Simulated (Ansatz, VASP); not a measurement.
## Two plane-wave programs on MnO2

INCAR

```
PREC = Accurate
ENCUT = 520
EDIFF = 1E-6
ISMEAR = -1
SIGMA = 0.05
LREAL = F
LASPH = T
NELM = 150
ALGO = Normal
ISIF = 2
LWAVE = F
LCHARG = F
ISPIN = 2
MAGMOM = 3 3 3 3 0 0 0 0 0 0 0 0
LORBIT = 11
NUPDOWN = 12.0
LMAXMIX = 4
GGA = PS
NBANDS = 66
```

KPOINTS

```
regular mesh
0
Gamma
  5 5 5
```

Contents of POSCAR:

```
MnO2
1.0
    0.0000000000      4.0199925062      4.0199925062
    4.0199925062      0.0000000000      4.0199925062
    4.0199925062      4.0199925062      0.0000000000
Mn O
4 8
Direct
    0.1250000000      0.1250000000      0.1250000000
    0.1250000000      0.1250000000      0.6250000000
    0.6250000000      0.1250000000      0.1250000000
    0.1250000000      0.6250000000      0.1250000000
    0.3609537633      0.3609537633      0.3609537633
    0.3609537633      0.3609537633      0.9171387100
    0.9171387100      0.3609537633      0.3609537633
    0.3609537633      0.9171387100      0.3609537633
    0.8890462367      0.8890462367      0.3328612900
    0.8890462367      0.8890462367      0.8890462367
    0.8890462367      0.3328612900      0.8890462367
    0.3328612900      0.8890462367      0.8890462367
```

The input input.yaml:

```yaml
crystal:
  lattice:
    - [0.0, 4.0199925062, 4.0199925062]
    - [4.0199925062, 0.0, 4.0199925062]
    - [4.0199925062, 4.0199925062, 0.0]
  atoms:
    - { symbol: Mn, position: [0.125, 0.125, 0.125], spin: 3.0 }
    - { symbol: Mn, position: [0.125, 0.125, 0.625], spin: 3.0 }
    - { symbol: Mn, position: [0.625, 0.125, 0.125], spin: 3.0 }
    - { symbol: Mn, position: [0.125, 0.625, 0.125], spin: 3.0 }
    - { symbol: O, position: [0.3609537633, 0.3609537633, 0.3609537633] }
    - { symbol: O, position: [0.3609537633, 0.3609537633, 0.91713871] }
    - { symbol: O, position: [0.91713871, 0.3609537633, 0.3609537633] }
    - { symbol: O, position: [0.3609537633, 0.91713871, 0.3609537633] }
    - { symbol: O, position: [0.8890462367, 0.8890462367, 0.33286129] }
    - { symbol: O, position: [0.8890462367, 0.8890462367, 0.8890462367] }
    - { symbol: O, position: [0.8890462367, 0.33286129, 0.8890462367] }
    - { symbol: O, position: [0.33286129, 0.8890462367, 0.8890462367] }
hamiltonian:
  xc: pbesol
  pseudopotentials: { kind: paw }
magnetization:
  spin_polarized: true
  initial_magnetization: 12.0
  spin_locking: { lock_magnetization: hard }
kpoints:
  mp_grid: { grid: [5, 5, 5] }
scf:
  occupations: { method: fermi_dirac, width: 0.05 }
  lower_state_search: "off"
output:
  forces: true
  stress: true
  eigenvalues: true
```

Alike in both runs: task single point; functional PBEsol; k mesh 5 × 5 × 5; occupations fermi-dirac, width 0.05 eV; collinear spin; fixed moment 12 μB.

|  | VASP | Ansatz |
| --- | --- | --- |
| version | VASP 6.6.1 | Ansatz 0.2.0 |
| potentials or method | VASP PAW PBE potentials, release 64 (Mn_pv, O) | Ansatz PAW |
| plane-wave cutoff (eV) | 520 | 420 |
| valence electrons in the cell | 100 | 108 |

```csv
,VASP,Ansatz,Ansatz less VASP
pressure (GPa),-1.2,-2.2,-0.91
rms of the force components (eV/Å),0.031,0.071,+0.0397
net moment per atom (μB),1.00,1.00,0.000
size of the moment on the site where the two differ most (μB),2.82,2.48,-0.343
```

VASP's potentials were made for PBE, not for PBEsol. Site moments also hang on the region over which each program counts them. Atom by atom the forces differ by 0.040 eV/Å (rms over components). With one functional, cell and mesh, what is left measures potentials, basis and numerics. VASP's potentials hold 100 valence electrons a cell and Ansatz's 108, so a difference there can come from the potentials and not from the codes.
